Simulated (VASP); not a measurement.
# In (Pm-3m) in VASP: notebook, part 2 of 2

VASP 6.6.1. The steps go on from the part before.

**3. Single point, PBE**

The input, INCAR:

```
SYSTEM = In
ALGO = Normal
EDIFF = 1E-7
ENCUT = 520
GGA = PE
ISIF = 2
ISMEAR = -1
LASPH = .TRUE.
LCHARG = .FALSE.
LREAL = .FALSE.
LWAVE = .FALSE.
NBANDS = 12
NELM = 80
PREC = Accurate
SIGMA = 0.05
```

The input, KPOINTS:

```
k-points
0
G
  15 15 15
  0 0 0
```

The input, POSCAR:

```
In
1.0
    2.5899083619      0.0000000000      0.0000000000
    0.0000000000      2.5899083619      0.0000000000
    0.0000000000      0.0000000000      2.5899083619
In
1
Direct
    0.0000000000      0.0000000000      0.0000000000
```

Potentials or basis: VASP PAW PBE potentials, release 64 (In_d).

The run is started by

```console
> cat potpaw_PBE.64/In_d/POTCAR > POTCAR
> mpirun -np 1 vasp_std > vasp.out
```

OUTCAR:

```text
SYSTEM = In
   EDIFF = 1E-7
   ENCUT = 520
   GGA = PE
   ISIF = 2
   ISMEAR = -1
   LASPH = .TRUE.
   LREAL = .FALSE.
   NELM = 80
   PREC = Accurate

 ion  position               nearest neighbor table
   1  0.000  0.000  0.000-

  LATTYP: Found a simple cubic cell.
 ALAT       =     2.5899083619

  Lattice vectors:

 A1 = (   2.5899083619,   0.0000000000,   0.0000000000)
 A2 = (   0.0000000000,   2.5899083619,   0.0000000000)
 A3 = (   0.0000000000,   0.0000000000,   2.5899083619)

[... 529 lines left out ...]
      4      -1.9555      2.00000
      5      -1.6631      2.00000
      6       4.2396      2.00000
      7      13.1452      1.24590
      8      19.7837      0.00000
      9      26.8395      0.00000
     10      27.5381      0.00000
     11      28.5553      0.00000
     12      33.9708      0.00000

 [... further k-points ...]
[... 5 lines left out ...]
  --------------------------------------------------------------------------------------
  -------------------------------------------------------------------------------------
  Total        7.1774418      7.1774418      7.1774418      0.0000000     -0.0000000     -0.0000000
  in kB      661.9528718    661.9528718    661.9528718      0.0000000     -0.0000000     -0.0000000
  external PRESSURE =     661.9528718 kB  Pullay stress =       0.0000000 kB

 VOLUME and BASIS-vectors are now :
 -----------------------------------------------------------------------------
  energy-cutoff  :      520.00
  volume of cell :       17.37
      direct lattice vectors                 reciprocal lattice vectors
     2.589908362  0.000000000  0.000000000     0.386114047  0.000000000  0.000000000
     0.000000000  2.589908362  0.000000000     0.000000000  0.386114047  0.000000000
     0.000000000  0.000000000  2.589908362     0.000000000  0.000000000  0.386114047

 POSITION                                       TOTAL-FORCE (eV/Angst)
 -----------------------------------------------------------------------------------
      0.00000      0.00000      0.00000         0.000000      0.000000      0.000000
 -----------------------------------------------------------------------------------
    total drift:                               -0.000000      0.000000      0.000000

  FREE ENERGIE OF THE ION-ELECTRON SYSTEM (eV)
  ---------------------------------------------------
  free  energy   TOTEN  =        -1.0068383877 eV

  energy  without entropy=       -1.0048250411  energy(sigma->0) =       -1.00583171
```

OSZICAR:

```text
N       E                     dE             d eps       ncg     rms          rms(c)
DAV:   1     0.796035344668E+02    0.79604E+02   -0.63118E+03  2996   0.159E+03
DAV:   2     0.234692217446E+01   -0.77257E+02   -0.74940E+02  3052   0.308E+02
DAV:   3    -0.106013321630E+01   -0.34071E+01   -0.33980E+01  3392   0.646E+01
DAV:   4    -0.112764470443E+01   -0.67511E-01   -0.67488E-01  3448   0.848E+00
DAV:   5    -0.113058028282E+01   -0.29356E-02   -0.29355E-02  3928   0.162E+00    0.643E+00
DAV:   6    -0.103804134284E+01    0.92539E-01   -0.97785E-02  3752   0.774E+00    0.300E+00
DAV:   7    -0.100951786829E+01    0.28523E-01   -0.30812E-02  4564   0.408E+00    0.518E-01
DAV:   8    -0.100683594108E+01    0.26819E-02   -0.20280E-03  3456   0.771E-01    0.617E-02
DAV:   9    -0.100684262819E+01   -0.66871E-05   -0.36498E-05  4368   0.112E-01    0.344E-02
DAV:  10    -0.100683959659E+01    0.30316E-05   -0.26581E-06  3684   0.313E-02    0.383E-03
DAV:  11    -0.100683901113E+01    0.58545E-06   -0.11109E-07  2568   0.336E-03    0.252E-03
DAV:  12    -0.100683837403E+01    0.63710E-06   -0.25361E-08  1968   0.198E-03    0.729E-04
DAV:  13    -0.100683838772E+01   -0.13689E-07   -0.50809E-09  1788   0.791E-04
   1 F= -.10068384E+01 E0= -.10058317E+01  d E =-.201335E-02
```

It took 12 s on 1 thread of Intel Xeon 6975P-C, shared host; peak memory 0.14 GiB.

What came out:

```yaml
Free_energy: -1.0068 eV
Pressure: 66.2 GPa
```

Caveat: spin-orbit coupling is left out, which moves the levels of the heavy elements.

**4. Relaxation of cell and atoms, PBE, target pressure 66 GPa, at which the enthalpy is minimised**

This run uses another cell than the first one, of 17.14 Å³/atom, 0.986 times its volume.

The input, INCAR:

```
SYSTEM = In
  ALGO = Normal
  EDIFF = 1E-6
  EDIFFG = -0.005
  ENCUT = 600
  GGA = PE
  IBRION = 2
  ISIF = 3
  ISMEAR = -1
  LASPH = .True.
  LCHARG = .False.
  LREAL = .False.
  LWAVE = .False.
  NELM = 100
  NSW = 60
  PREC = Accurate
  PSTRESS = 660.0
  SIGMA = 0.05
```

The input, KPOINTS:

```
k-points
0
Gamma
  15 15 15
  0 0 0
```

The input, POSCAR:

```
In
1.0
    2.5781407756      0.0000000000      0.0000000000
    0.0000000000      2.5781407756      0.0000000000
    0.0000000000      0.0000000000      2.5781407756
In
1
Direct
    0.0000000000      0.0000000000      0.0000000000
```

The run is started by

```console
> cat potpaw_PBE.64/In_d/POTCAR > POTCAR
> mpirun -np 1 vasp_std > vasp.out
```

Wall time 32 s (1 thread of Intel Xeon 6975P-C, shared host); peak memory 0.16 GiB.

The run converged. Its results:

```
Free energy                                            : -1.0156 eV
Relaxed volume                                         : 17.39 Å³/atom
Relaxed cell                                           : a = 2.591 Å, b = 2.591 Å, c = 2.591 Å, α = 90.00°, β = 90.00°, γ = 90.00°
Space group after relaxing (to 0.05 Å)                 : Pm-3m (No. 221)
Energy change on relaxing (the enthalpy is what falls) : -109.1 meV/atom
Ionic steps                                            : 3
Pressure after relaxing                                : 66.0 GPa
```

The path:
| step | energy change (eV) | largest force (eV/Å) | pressure (GPa) | volume (Å³) |
| --- | --- | --- | --- | --- |
| 1 | 0.0000 | 0.0000 | 70.46 | 17.14 |
| 2 | -0.4564 | 0.0000 | 51.44 | 18.35 |
| 3 | -0.1091 | 0.0000 | 65.98 | 17.39 |

Final structure:
```yaml
crystal:
  lattice:
    - [2.59095, 0.00000, 0.00000]
    - [0.00000, 2.59095, 0.00000]
    - [0.00000, 0.00000, 2.59095]
  atoms:
    - { symbol: In, position: [0.00000, 0.00000, 0.00000] }
```

Levels at points of the mesh, in eV from the Fermi level:
```csv
k point,band 2,band 3,band 4,band 5,band 6,band 7,band 8,band 9,band 10
"(0.00, 0.00, 0.00)",-16.90,-14.65,-14.65,-14.65,-12.96,9.73,9.73,9.73,14.26
```

Caveat: the cell is relaxed towards a set pressure, so the enthalpy falls and the energy may rise; spin-orbit coupling is left out, which moves the levels of the heavy elements.

**5. Relaxation of cell and atoms, PBE, target pressure 66 GPa, at which the enthalpy is minimised**

The input, INCAR:

```
SYSTEM = In
PREC = Accurate
ENCUT = 600
EDIFF = 1E-7
ISMEAR = -1
SIGMA = 0.05
LREAL = .False.
LASPH = .True.
NELM = 60
ALGO = Normal
ISIF = 3
LWAVE = .False.
LCHARG = .False.
GGA = PE
IBRION = 2
NSW = 32
EDIFFG = -0.005
PSTRESS = 660.0
```

The input, KPOINTS:

```
Automatic mesh
0
Gamma
  15 15 15
  0 0 0
```

The input, POSCAR:

```
In
1.0
    2.5899083619      0.0000000000      0.0000000000
    0.0000000000      2.5899083619      0.0000000000
    0.0000000000      0.0000000000      2.5899083619
In
1
Direct
    0.0000000000      0.0000000000      0.0000000000
```

The run is started by

```console
> cat potpaw_PBE.64/In_d/POTCAR > POTCAR
> mpirun -np 1 vasp_std > vasp.out
```

Run time: 37 s. Hardware: 1 thread of Intel Xeon 6975P-C, shared host; peak memory 0.16 GiB.

Results (log left out):

* Free energy: -1.0131 eV
* Relaxed volume: 17.39 Å³/atom
* Relaxed cell: a = 2.591 Å, b = 2.591 Å, c = 2.591 Å, α = 90.00°, β = 90.00°, γ = 90.00°
* Space group after relaxing (to 0.05 Å): Pm-3m (No. 221)
* Energy change on relaxing (the enthalpy is what falls): -6.1 meV/atom
* Ionic steps: 3
* Pressure after relaxing: 66.0 GPa

The path:
| step | energy change (eV) | largest force (eV/Å) | pressure (GPa) | volume (Å³) |
| --- | --- | --- | --- | --- |
| 1 | 0.0000 | 0.0000 | 66.27 | 17.37 |
| 2 | -0.0297 | 0.0000 | 65.02 | 17.44 |
| 3 | -0.0061 | 0.0000 | 66.01 | 17.39 |

Final structure:
```cif
data_structure
_symmetry_space_group_name_H-M 'P 1'
_symmetry_Int_Tables_number 1
_cell_length_a 2.5906
_cell_length_b 2.5906
_cell_length_c 2.5906
_cell_angle_alpha 90.000
_cell_angle_beta 90.000
_cell_angle_gamma 90.000
_cell_volume 17.39
loop_
_atom_site_label
_atom_site_type_symbol
_atom_site_fract_x
_atom_site_fract_y
_atom_site_fract_z
_atom_site_occupancy
In1 In 0.00000 0.00000 0.00000 1
```

Levels at points of the mesh, in eV from the Fermi level:
```
           k point  band 4  band 5  band 6  band 7  band 8  band 9
(0.00, 0.00, 0.00)  -14.65  -14.65  -12.96    9.73    9.73    9.73
```

Caveat: the cell is relaxed towards a set pressure, so the enthalpy falls and the energy may rise; spin-orbit coupling is left out, which moves the levels of the heavy elements.

**6. Summary**

```csv
task,cell,cutoff (eV),gap on the mesh (eV),pressure (GPa)
single point,"a = 2.590 Å, 1 atom",520,none,66.2
relaxation of cell and atoms,"relaxed to 66 GPa from a = 2.578 Å, 1 atom",600,none,66.0
relaxation of cell and atoms,"relaxed to 66 GPa from a = 2.590 Å, 1 atom",600,none,66.0
```

Alike in all rows: level PBE; potentials or basis VASP PAW PBE potentials, release 64 (In_d); no spin polarisation; k mesh 15 × 15 × 15; smearing fermi-dirac 0.05 eV.

Caveats: spin-orbit coupling is left out, which moves the levels of the heavy elements; the cell is relaxed towards a set pressure, so the enthalpy falls and the energy may rise (some runs).

Absolute energies hang on the potentials; compare differences alone.
